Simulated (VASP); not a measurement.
Runs of VASP 6.6.1 on In. The structure is that of space group I4/mmm (No. 139), or close to it. The cells are those of the table. 

| task | cell | cutoff (eV) | gap on the mesh (eV) | pressure (GPa) |
| --- | --- | --- | --- | --- |
| relaxation of shape and atoms at fixed volume | relaxed from a = 3.477 Å, angles 123.4, 123.4, 84.2°, 1 atom | 600 | none | -3.2 |
| single point | a = 3.369 Å, angles 123.4, 123.4, 84.2°, 1 atom | 520 | none | (c) |
| single point | a = 3.298 Å, angles 123.3, 123.3, 84.4°, 1 atom | 520 | none | (b) |
| relaxation of shape and atoms at fixed volume | relaxed from a = 3.435 Å, angles 123.4, 123.4, 84.2°, 1 atom | 600 | none | -2.3 |
| single point | a = 3.335 Å, angles 123.4, 123.4, 84.2°, 1 atom | 520 | none | 1.5 |
| relaxation of shape and atoms at fixed volume | relaxed from a = 3.225 Å, angles 123.2, 123.2, 84.5°, 1 atom | 600 | none | 8.1 |
| single point | a = 3.261 Å, angles 123.2, 123.2, 84.5°, 1 atom | 520 | none | 5.5 |
| single point | a = 3.402 Å, angles 123.4, 123.4, 84.2°, 1 atom | 520 | none | -1.2 |
| single point | a = 3.477 Å, angles 123.4, 123.4, 84.2°, 1 atom | 520 | none | (a) |
| single point | a = 3.224 Å, angles 123.2, 123.2, 84.6°, 1 atom | 520 | none | 8.0 |
| single point | a = 3.435 Å, angles 123.4, 123.4, 84.2°, 1 atom | 520 | none | -2.1 |

Alike in all rows: level PBEsol; potentials or basis VASP PAW PBE potentials, release 64 (In_d); no spin polarisation; k mesh 18 × 18 × 18; smearing gaussian 0.1 eV.

**Question.** Fill in the values left out.

**Answer.** (a) -3.3; (b) 3.3; (c) 0.0.

Caveats: the PAW data sets were made with another functional, which shifts forces and pressure a little; spin-orbit coupling is left out, which moves the levels of the heavy elements; the cell stands under pressure (at least some runs); the relaxation stopped at its first step, so nothing moved (at least some runs); the cell stands under tension (at least some runs).

A k mesh can miss the band edges, and the runs leave out spin-orbit coupling on In.

A gap of «none» marks levels without a gap at the run's occupations.
